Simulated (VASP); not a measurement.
Ge2CN4:

```
CELL_PARAMETERS angstrom
7.16137 0.00000 0.02856
0.00000 2.93627 0.00000
-3.55636 0.00000 6.66671
ATOMIC_POSITIONS crystal
Ge 0.59076 0.50000 0.84225
Ge 0.83194 0.00000 0.23018
Ge 0.76278 0.00000 0.58259
Ge 0.26394 0.50000 0.41565
C 0.19489 0.50000 0.80180
C 0.40635 0.00000 0.17369
N 0.31093 0.50000 0.69029
N 0.61986 0.00000 0.29690
N 0.62940 0.50000 0.61509
N 0.73077 0.00000 0.96649
N 0.05082 0.00000 0.75592
N 0.97941 0.50000 0.34229
N 0.27637 0.00000 0.26889
N 0.35179 0.50000 0.01797
```

Base run:

- Program: VASP 6.6.1
- Functional: r2SCAN
- Potentials or basis: VASP PAW PBE potentials, release 64 (Ge_d, C, N)
- Cutoff: 520 eV
- k mesh: 4 × 8 × 4
- Occupations: fermi-dirac, width 0.02 eV
- Spin: no spin polarisation

Its results: band gap on the k mesh 1.74 eV (least direct gap 1.79 eV); pressure 0.7 GPa; largest force 0.104 eV/Å.

The run is repeated on the same cell with these changes: functional from r2SCAN to PBE. What comes out?

Band gap on the k mesh 1.50 eV (least direct gap 1.55 eV); pressure 6.1 GPa; largest force 0.307 eV/Å.

Caveats: the PAW data sets were made with another functional, which shifts forces and pressure a little (at least some runs); the cell stands under pressure (at least some runs).

A k mesh can miss the band edges.
